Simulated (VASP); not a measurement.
# H3C2N in VASP: further runs, part 2 of 2

VASP 6.6.1. The steps go on from the part before.

### Step 5. Single point, PBE+D3(BJ)

Input file INCAR:

```
SYSTEM = H3C2N
ALGO = Normal
EDIFF = 1E-6
ENCUT = 910
GGA = PE
GGA_COMPAT = .False.
ISIF = 2
ISMEAR = -1
IVDW = 12
LASPH = .True.
LCHARG = .False.
LREAL = Auto
LWAVE = .False.
NBANDS = 72
NELM = 120
PREC = Accurate
SIGMA = 0.02
```

Input file KPOINTS:

```
k-points
0
Gamma
  1 1 1
  0 0 0
```

Input file POSCAR:

```
H3C2N
1.0
    8.0517480000      0.0000000000      0.0000000000
    0.0000000000      8.0517480000      0.0000000000
    0.0000000000      0.0000000000      8.0517480000
C N H
12 6 18
Direct
    0.6441210033      0.2922967783      0.3800541199
    0.5148695662      0.1752662900      0.4603472439
    0.2263732049      0.4933711289      0.5051449698
    0.0652901705      0.5225945969      0.5680754042
    0.2582793202      0.9370760237      0.8615147916
    0.3598100686      1.0435870571      0.9732793426
    0.6632597046      0.7971809351      0.8365761074
    0.6225107890      0.7462230562      1.0035212230
    0.6482815905      0.3597976489      0.8183192022
    0.7718572414      0.2343342092      0.8665820142
    0.9435590880      0.8605957365      0.2520943278
    1.0080171411      0.7204025759      0.1726830000
    0.4085572474      0.0843419342      0.4975317161
   -0.0697736690      0.5529979329      0.6229330575
    0.4439657078      1.1313319791      1.0518833923
    0.6032478910      0.6837148902      1.1326112044
    0.8797965361      0.1379452015      0.8941412473
    1.0515977400      0.6143510701      0.0859564904
    0.7535258182      0.2881486107      0.4596517427
    0.6740399724      0.2186233350      0.2669606649
    0.6064770035      0.4253486324      0.3443227483
    0.3078213575      0.6007763780      0.5010216415
    0.2863725988      0.3840905105      0.5748689601
    0.2346695401      0.4458410770      0.3823641773
    0.2785854699      0.8070421479      0.9109202126
    0.1259105476      0.9765581337      0.8779460063
    0.2968299554      0.9595183555      0.7369704069
    0.7703793015      0.7229113479      0.7889963769
    0.5531469688      0.7906978708      0.7574380122
    0.6867328684      0.9327043022      0.8450835769
    0.6262366880      0.4402646481      0.9315616932
    0.6997238364      0.4339057805      0.7138822526
    0.5437577033      0.2901357569      0.7813831233
    0.8371349923      0.8369238580      0.3349955811
    1.0583167779      0.9143107807      0.3170615871
    0.9101129345      0.9481543635      0.1570963224
```

Potentials or basis: VASP PAW PBE potentials, release 64 (C_h, N_h, H_h).

Command:

```bash
$ cat potpaw_PBE.64/C_h/POTCAR potpaw_PBE.64/N_h/POTCAR potpaw_PBE.64/H_h/POTCAR > POTCAR
$ mpirun -np 1 vasp_gam > vasp.out
```

OUTCAR:

```text
SYSTEM = H3C2N
   EDIFF = 1E-6
   ENCUT = 910
   GGA = PE
   ISIF = 2
   ISMEAR = -1
   IVDW = 12
   LASPH = .True.
   LREAL = Auto
   NELM = 120
   PREC = Accurate
 IVDW          = 12

 ion  position               nearest neighbor table
   1  0.644  0.292  0.380-  19 1.09  20 1.11  21 1.15
   2  0.515  0.175  0.460-  13 1.17
   3  0.226  0.493  0.505-  24 1.06  22 1.09  23 1.15   4 1.41
   4  0.065  0.523  0.568-  14 1.20   3 1.41
   5  0.258  0.937  0.862-  27 1.07  26 1.12  25 1.13   6 1.49
   6  0.360  0.044  0.973-  15 1.17   5 1.49
   7  0.663  0.797  0.837-  29 1.09  30 1.11  28 1.12   8 1.44
   8  0.623  0.746  0.004-  16 1.17   7 1.44
   9  0.648  0.360  0.818-  33 1.05  32 1.11  31 1.13  10 1.47
  10  0.772  0.234  0.867-  17 1.19   9 1.47
  11  0.944  0.861  0.252-  36 1.07  34 1.10  35 1.15  12 1.40
  12  0.008  0.720  0.173-  18 1.16  11 1.40
  13  0.409  0.084  0.498-   2 1.17
  14  0.930  0.553  0.623-   4 1.20
  15  0.444  0.131  0.052-   6 1.17
  16  0.603  0.684  0.133-   8 1.17
  17  0.880  0.138  0.894-  10 1.19
  18  0.052  0.614  0.086-  12 1.16
[... 16 lines left out ...]
  35  0.058  0.914  0.317-  11 1.15
  36  0.910  0.948  0.157-  11 1.07

  LATTYP: Found a simple cubic cell.
 ALAT       =     8.0517480000

  Lattice vectors:

 A1 = (   8.0517480000,   0.0000000000,   0.0000000000)
 A2 = (   0.0000000000,   8.0517480000,   0.0000000000)
 A3 = (   0.0000000000,   0.0000000000,   8.0517480000)

Analysis of symmetry for initial positions (statically):
=====================================================================
 Subroutine PRICEL returns:
 Original cell was already a primitive cell.

 Routine SETGRP: Setting up the symmetry group for a
 simple cubic supercell.

 Subroutine GETGRP returns: Found  1 space group operations
 (whereof  1 operations were pure point group operations)
 out of a pool of 48 trial point group operations.

The static configuration has the point symmetry C_1 .

Analysis of symmetry for dynamics (positions and initial velocities):
=====================================================================
 Subroutine PRICEL returns:
 Original cell was already a primitive cell.

 Routine SETGRP: Setting up the symmetry group for a
 simple cubic supercell.

 Subroutine GETGRP returns: Found  1 space group operations
 (whereof  1 operations were pure point group operations)
 out of a pool of 48 trial point group operations.

The dynamic configuration has the point symmetry C_1 .

 Subroutine INISYM returns: Found  1 space group operations
 (whereof  1 operations are pure point group operations),
 and found     1 'primitive' translations

----------------------------------------------------------------------------------------

                                     Primitive cell

  volume of cell :     522.0000

  direct lattice vectors                    reciprocal lattice vectors
     8.051748000  0.000000000  0.000000000     0.124196634  0.000000000  0.000000000
     0.000000000  8.051748000  0.000000000     0.000000000  0.124196634  0.000000000
     0.000000000  0.000000000  8.051748000     0.000000000  0.000000000  0.124196634

  length of vectors
     8.051748000  8.051748000  8.051748000     0.124196634  0.124196634  0.124196634

  position of ions in fractional coordinates (direct lattice)
     0.644121003  0.292296778  0.380054120
     0.514869566  0.175266290  0.460347244
     0.226373205  0.493371129  0.505144970
     0.065290170  0.522594597  0.568075404
     0.258279320  0.937076024  0.861514792
     0.359810069  0.043587057  0.973279343
[... 28 lines left out ...]
     0.058316778  0.914310781  0.317061587
     0.910112934  0.948154364  0.157096322

  ion indices of the primitive-cell ions
   primitive index   ion index
                 1           1
                 2           2
                 3           3
                 4           4
                 5           5
                 6           6
[... 28 lines left out ...]
                35          35
                36          36

----------------------------------------------------------------------------------------

 KPOINTS: k-points

Automatic generation of k-mesh.
 Grid dimensions read from file:
 generate k-points for:    1    1    1

 Generating k-lattice:

  Cartesian coordinates                     Fractional coordinates (reciprocal lattice)
     0.124196634  0.000000000  0.000000000     1.000000000  0.000000000  0.000000000
     0.000000000  0.124196634  0.000000000     0.000000000  1.000000000  0.000000000
     0.000000000  0.000000000  0.124196634     0.000000000  0.000000000  1.000000000

  Length of vectors
     0.124196634  0.124196634  0.124196634

  Shift w.r.t. Gamma in fractional coordinates (k-lattice)
     0.000000000  0.000000000  0.000000000

 Subroutine IBZKPT returns following result:
 ===========================================

 Found      1 irreducible k-points:

 Following reciprocal coordinates:
            Coordinates               Weight
  0.000000  0.000000  0.000000      1.000000
   k-points           NKPTS =      1   k-points in BZ     NKDIM =      1   number of bands    NBANDS=     72
   number of dos      NEDOS =    301   number of ions     NIONS =     36
   total plane-waves  NPLWV = 512000
   dimension x,y,z NGX =    80 NGY =   80 NGZ =   80
   dimension x,y,z NGXF=   160 NGYF=  160 NGZF=  160
   ions per type =              12   6  18
   NGX,Y,Z   is equivalent  to a cutoff of  16.52, 16.52, 16.52 a.u.
   NGXF,Y,Z  is equivalent  to a cutoff of  33.04, 33.04, 33.04 a.u.
 SYSTEM =  H3C2N
   PREC   = accura    normal or accurate (medium, high low for compatibility)
   ISTART =      0    job   : 0-new  1-cont  2-samecut
   ICHARG =      2    charge: 1-file 2-atom 10-const
   ISPIN  =      1    spin polarized calculation?
   LNONCOLLINEAR =      F non collinear calculations
   LSORBIT =      F    spin-orbit coupling
   LASPH  =      T    aspherical Exc in radial PAW
   ENCUT  =  910.0 eV  66.88 Ry    8.18 a.u.  19.80 19.80 19.80*2*pi/ulx,y,z
   NELM   =    120;   NELMIN=  2; NELMDL= -5     # of ELM steps
   EDIFF  = 0.1E-05   stopping-criterion for ELM
   LREAL  =      T    real-space projection
   EDIFFG = 0.1E-04   stopping-criterion for IOM
   NSW    =      0    number of steps for IOM
   IBRION =     -1    ionic relax: 0-MD 1-quasi-New 2-CG
   NFREE  =      0    steps in history (QN), initial steepest desc. (CG)
   ISIF   =      2    stress and relaxation
   ISYM   =      2    0-nonsym 1-usesym 2-fastsym
   POTIM  = 0.5000    time-step for ionic-motion
   TEBEG  =    0.0;   TEEND  =   0.0 temperature during run
   PSTRESS=    0.0 pullay stress
   NELECT =      96.0000    total number of electrons
   NUPDOWN=      -1.0000    fix difference up-down
   EMIN   =  10.00;   EMAX   =-10.00  energy-range for DOS
   EFERMI =   0.00;   METHOD = LEGACY
   ISMEAR =    -1;   SIGMA  =   0.02  broadening in eV -4-tet -1-fermi 0-gaus
   EFERMI_NEDOS =   21; number of points for ismear=-14 and -15
   IALGO  =     38    algorithm
   IMIX   =      4    mixing-type and parameters
     AMIX     =   0.40;   BMIX     =  1.00
     AMIX_MAG =   1.60;   BMIX_MAG =  1.00
  volume/ion in A,a.u.               =      14.50        97.85
  Fermi-wavevector in a.u.,A,eV,Ry     =   0.930983  1.759303 11.792568  0.866729
  Thomas-Fermi vector in A             =   2.057429
   LORBIT       =      0    0 simple, 1 ext, 2 COOP (PROOUT), +10 PAW based schemes
   GGA     = PE    functional components
   LHFCALC =     F    Hartree Fock is set to
   AEXX    =    0.0000 exact exchange contribution
   IVDW    =    12    specifies the selected vdW correction
   LEPSILON=     F    determine dielectric tensor
   LRPA    =     F    only Hartree local field effects (RPA)
 non-spin polarized calculation
  energy-cutoff  :      910.00
  volume of cell :      522.00
 maximum number of plane-waves:     16266
 NGX is ok and might be reduce to    80
   NGX = 39   NGY = 39   NGZ = 39

 number of electron      96.0000000 magnetization

 Free energy of the ion-electron system (eV)
  ---------------------------------------------------
  ext. energy  EPLUGINS =         0.00000000
  ---------------------------------------------------
  free energy    TOTEN  =      -220.58968195 eV

  energy without entropy =     -220.58968195  energy(sigma->0) =     -220.58968195

 E-fermi :  -3.7817     XC(G=0):  -6.2354

 val. band max:       -4.2589355934   @ k =   0.0000   0.0000   0.0000
 cond. band min:       1.8403366819   @ k =   0.0000   0.0000   0.0000
 fundamental gap:      6.0992722753
 Fermi energy:        -3.7816837709

 k-point     1 :       0.0000    0.0000    0.0000
  band No.  band energies     occupation
      1     -19.5087      2.00000
      2     -19.2999      2.00000
      3     -19.2717      2.00000
      4     -19.1499      2.00000
      5     -19.1007      2.00000
      6     -19.0915      2.00000
[... 52 lines left out ...]
     59       3.1529      0.00000
     60       3.2257      0.00000
 [bands above 60 left out]

------------------------ aborting loop because EDIFF is reached ----------------------------------------

 Edisp (eV)   -1.62680

 E8    (eV) :    -0.3911

  FORCE on cell =-STRESS in cart. coord.  units (eV):
  Direction    XX          YY          ZZ          XY          YZ          ZX
  --------------------------------------------------------------------------------------
  -------------------------------------------------------------------------------------
  Total      -7.08464    -5.58077    -0.86044     1.98113     3.52799     0.54498
  in kB     -21.74491   -17.12909    -2.64096     6.08068    10.82848     1.67271
  external pressure =      -13.84 kB  Pullay stress =        0.00 kB

 VOLUME and BASIS-vectors are now :
 -----------------------------------------------------------------------------
  energy-cutoff  :      910.00
  volume of cell :      522.00
      direct lattice vectors                 reciprocal lattice vectors
     8.051748000  0.000000000  0.000000000     0.124196634  0.000000000  0.000000000
     0.000000000  8.051748000  0.000000000     0.000000000  0.124196634  0.000000000
     0.000000000  0.000000000  8.051748000     0.000000000  0.000000000  0.124196634

 POSITION                                       TOTAL-FORCE (eV/Angst)
 -----------------------------------------------------------------------------------
      5.18630      2.35350      3.06010        -1.148147     -1.357972      0.114580
      4.14560      1.41120      3.70660         0.671945      1.761057     -1.321724
      1.82270      3.97250      4.06730         1.771903     -1.698727      1.036387
      0.52570      4.20780      4.57400        -4.163969      1.200372      1.444295
      2.07960      7.54510      6.93670        -0.136187      0.052780      2.759368
      2.89710      0.35095      7.83660        -0.259955      0.010340     -0.620838
[... 28 lines left out ...]
      0.46955      7.36180      2.55290        -1.329453     -0.058775     -0.028254
      7.32800      7.63430      1.26490        -0.369763      0.674174     -0.519805
 -----------------------------------------------------------------------------------
    total drift:                               -0.009103      0.002711      0.015691

  FREE ENERGIE OF THE ION-ELECTRON SYSTEM (eV)
  ---------------------------------------------------
  free  energy   TOTEN  =      -222.2164802976 eV

  energy  without entropy=     -222.2164802975  energy(sigma->0) =     -222.21648030
```

Run time: 87 s. Hardware: 1 thread of Intel Xeon 6975P-C (Granite Rapids), shared host; peak memory 0.88 GiB.

What came out:

* Free energy: -222.2165 eV
* Pressure: -1.4 GPa
* Largest force: 4.568 eV/Å
* Band gap on the k mesh: 6.10 eV
* Dispersion energy per atom: -0.045 eV

Forces on the atoms (eV/Å):
```
C   -1.148 -1.358  0.115
C    0.672  1.761 -1.322
C    1.772 -1.699  1.036
C   -4.164  1.200  1.444
C   -0.136  0.053  2.759
C   -0.260  0.010 -0.621
C   -0.009  0.799  0.258
C    0.154 -1.009  0.212
C    1.798  0.453  1.245
C    1.884 -0.794 -0.004
C    1.256  1.421  1.863
C   -0.325 -1.271 -1.107
N    0.365  0.098  0.269
N    3.460 -0.773 -1.503
N   -0.268 -0.330 -0.042
N   -0.190  0.333 -0.026
N   -1.881  1.488 -0.266
N    0.503 -0.666 -0.116
H    0.189  0.361  0.103
H   -0.028  0.601  0.080
H    0.032 -1.535  0.580
H    0.114  0.448  0.481
H   -0.446  1.286 -0.197
H   -0.687 -0.327 -1.447
H   -0.418  0.712 -0.758
H    0.527 -0.341 -0.156
H    0.328 -0.091 -1.093
H   -0.478  0.509  0.077
H   -0.019 -0.422 -0.226
H    0.521 -0.415 -0.264
H   -0.160 -0.572 -0.969
H   -0.119 -0.170  0.449
H   -1.517 -0.347 -0.273
H    0.376 -0.030 -0.035
H   -1.329 -0.059 -0.028
H   -0.370  0.674 -0.520
```

Caveat: the k points lie up to 0.78 Å⁻¹ apart; the cutoff is under 1.25 times the usual one of these potentials, so pressure, stress and relaxed cells hold a basis-set (Pulay) error.

### Step 6. Single point, PBE+D3(BJ)

Input file INCAR:

```
  ALGO = Normal
  EDIFF = 1E-6
  ENCUT = 910
  GGA = PE
  GGA_COMPAT = False
  ISIF = 2
  ISMEAR = -1
  IVDW = 12
  LASPH = True
  LCHARG = False
  LREAL = Auto
  LWAVE = False
  NBANDS = 72
  NELM = 120
  PREC = Accurate
  SIGMA = 0.02
```

Input file KPOINTS:

```
k-points
0
Gamma
  1 1 1
```

Input file POSCAR:

```
H3C2N
1.0
    8.0517480000      0.0000000000      0.0000000000
    0.0000000000      8.0517480000      0.0000000000
    0.0000000000      0.0000000000      8.0517480000
C N H
12 6 18
Direct
    0.7324993281      0.2157047141      0.2507033255
    0.6452263533      0.1371627627      0.3836309830
    0.1617164372      0.4109915015      0.4551682442
    0.0419784623      0.5230168654      0.5238614025
    0.1472599490      0.8991091127      0.7656970884
    0.2484056878      1.0136308290      0.8612291393
    0.6510387558      0.7516256097      1.1487940258
    0.5583756471      0.6524918564      1.2672030968
    0.5669203756      0.4324278405      0.7579720577
    0.7026672966      0.3236936874      0.7727141982
    1.1335550988      0.9544759722      0.3050517726
    1.1542338384      0.8158973679      0.2033844080
    0.5487504080      0.0969603122      0.4847643021
   -0.0588443652      0.6111467969      0.5860093982
    0.3268358622      1.1072378321      0.9378957215
    0.4965878217      0.5483405591      1.3484152758
    0.8158973679      0.2323967417      0.7894931635
    1.1807001411      0.6990780139      0.1249542335
    0.6520199092      0.3356662429      0.2066383598
    0.8744064022      0.2422827937      0.2399727364
    0.7228865086      0.1281957657      0.1457447501
    0.2864967955      0.4533798127      0.4611048433
    0.1372372807      0.2875524669      0.5134537246
    0.1429379062      0.3773838923      0.3293818932
    0.0930853772      0.7997145465      0.8496912720
    0.0459527546      0.9643123456      0.7173473387
    0.2114075105      0.8291367291      0.6753688764
    0.6347441574      0.6887200146      1.0240881856
    0.6107866267      0.8812123777      1.1531905867
    0.7822028211      0.7411061548      1.1988825284
    0.5537803717      0.5295371887      0.8629057939
    0.5694788262      0.5188065995      0.6505668086
    0.4561618173      0.3620207687      0.7629275034
    1.0411528031      0.9298105206      0.4051045810
    1.2622849101      0.9665727243      0.3636229052
    1.1194960399      1.0644148327      0.2333406361
```

Potentials or basis: VASP PAW PBE potentials, release 64 (C_h, N_h, H_h).

Command:

```bash
$ cat potpaw_PBE.64/C_h/POTCAR potpaw_PBE.64/N_h/POTCAR potpaw_PBE.64/H_h/POTCAR > POTCAR
$ mpirun -np 1 vasp_gam > vasp.out
```

Wall time 87 s (1 thread of Intel Xeon 6975P-C (Granite Rapids), shared host); peak memory 0.91 GiB.

It converged, with:

* Free energy: -221.7070 eV
* Pressure: -0.6 GPa
* Largest force: 3.220 eV/Å
* Band gap on the k mesh: 5.80 eV
* Dispersion energy per atom: -0.044 eV

Forces in eV/Å, atoms in the order of the input:
```
C    0.263  1.644 -2.713
C   -0.504  0.594  1.259
C   -1.181 -1.608  1.005
C   -2.121  1.893  0.971
C    0.007 -1.035  2.547
C    0.040 -0.354 -0.276
C    0.625 -0.813  0.548
C   -0.615 -1.361  0.434
C   -0.501  3.090  0.752
C    2.654 -1.489  0.487
C    1.472  0.165  2.339
C   -0.174 -0.858 -0.619
N    0.576 -0.274 -0.591
N    1.824 -1.451 -1.222
N    0.103  0.119  0.197
N    0.649  1.283 -0.535
N   -1.333  1.003 -0.201
N    0.033 -0.973 -0.718
H    1.569 -2.022  0.968
H   -1.818 -0.136  1.190
H   -0.241  0.138 -0.292
H    1.091  0.239  0.422
H    0.597  0.474  0.404
H   -0.487  0.388 -1.592
H    0.426  0.830 -0.360
H   -1.480  0.914 -0.938
H    0.943 -0.351 -1.128
H    0.358  0.832  0.779
H   -0.047  0.025 -0.353
H   -0.668  0.237 -0.869
H    0.440 -1.319 -0.631
H    0.173 -0.768 -0.155
H   -1.336 -0.691 -0.179
H    0.239  0.401 -0.463
H   -1.031  0.225  0.013
H   -0.543  1.008 -0.478
```

Stress tensor (GPa, compression positive):
```
-1.24  0.38  0.77
 0.38 -0.90  0.66
 0.77  0.66  0.31
```

Levels at points of the mesh, in eV from the valence-band top:
```tsv
k point	band 45	band 46	band 47	band 48	band 49	band 50	band 51	band 52
(0.00, 0.00, 0.00)	-0.38	-0.28	-0.08	0.00	5.80	6.34	6.40	6.51
```

Caveat: the k points lie up to 0.78 Å⁻¹ apart; the cutoff is under 1.25 times the usual one of these potentials, so pressure, stress and relaxed cells hold a basis-set (Pulay) error.
